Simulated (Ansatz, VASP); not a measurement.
# Two plane-wave programs on WSe2

File INCAR:

```
ALGO     = Normal         # electronic algorithm
EDIFF    = 1E-6           # SCF threshold, eV
ENCUT    = 520            # plane-wave cutoff, eV
GGA      = PS             # functional
ISIF     = 2              # what is computed and relaxed
ISMEAR   = 0              # smearing method
LASPH    = T              # aspherical terms in the spheres
LCHARG   = F              # write CHGCAR
LREAL    = F              # projectors in reciprocal space
LWAVE    = F              # write WAVECAR
NBANDS   = 20             # bands
NELM     = 100            # most SCF steps
PREC     = Accurate       # precision mode
SIGMA    = 0.05           # smearing width, eV
```

The input KPOINTS:

```
k-points
0
Gamma
  9 9 2
```

The input POSCAR:

```
WSe2
1.0
    3.3575271124      0.0000000000      0.0000000000
   -1.6787635562      2.9077037732      0.0000000000
    0.0000000000      0.0000000000     16.6611439352
W Se
1 2
Direct
    0.0000000000      0.0000000000     -0.0010312947
    0.3333333333      0.6666666667      0.1015995001
    0.3333333333      0.6666666667      0.9008012955
```

Input for Ansatz:

```yaml
crystal:
  lattice:
    - [3.3575271124, 0.0, 0.0]
    - [-1.6787635562, 2.9077037732, 0.0]
    - [0.0, 0.0, 16.6611439352]
  atoms:
    - { symbol: W, position: [0.0, 0.0, -0.0010312947] }
    - { symbol: Se, position: [0.3333333333, 0.6666666667, 0.1015995001] }
    - { symbol: Se, position: [0.3333333333, 0.6666666667, 0.9008012955] }
basis:
  ecutwfc: 420
kpoints:
  mp_grid: { grid: [9, 9, 2] }
hamiltonian:
  xc: pbesol
  pseudopotentials: { kind: paw, azcp: { folder: soft_1 } }
scf:
  occupations: { method: gaussian, width: 0.05 }
output:
  forces: true
  stress: true
  eigenvalues: true
```

Change from the starting cell: mode 9 frozen in at -0.020 Å, equal normal strain along x and y +0.0267.

Alike in both runs: task single point; functional PBEsol; k mesh 9 × 9 × 2; occupations gaussian, width 0.05 eV; no spin polarisation.

|  | VASP | Ansatz |
| --- | --- | --- |
| version | VASP 6.6.1 | Ansatz 0.2.0 |
| potentials or method | VASP PAW PBE potentials, release 64 (W_sv, Se), cutoff 520 eV | scalar-relativistic, plane waves, PAW |
| valence electrons in the cell | 26 | 46 |

```csv
,VASP,Ansatz,Ansatz less VASP
gap on the k mesh at the Fermi level (eV),1.42,1.43,+0.004
least direct gap on the mesh (eV),1.42,1.43,+0.004
rms of the force components (eV/Å),0.458,0.468,+0.0100
```

VASP's potentials were made for PBE, not for PBEsol, and Ansatz warns of the same on its side. Atom by atom the forces differ by 0.025 eV/Å (rms over components). VASP's potentials hold 26 valence electrons a cell and Ansatz's 46, so a difference there can come from the potentials and not from the codes.

Neither program's run includes spin-orbit coupling.
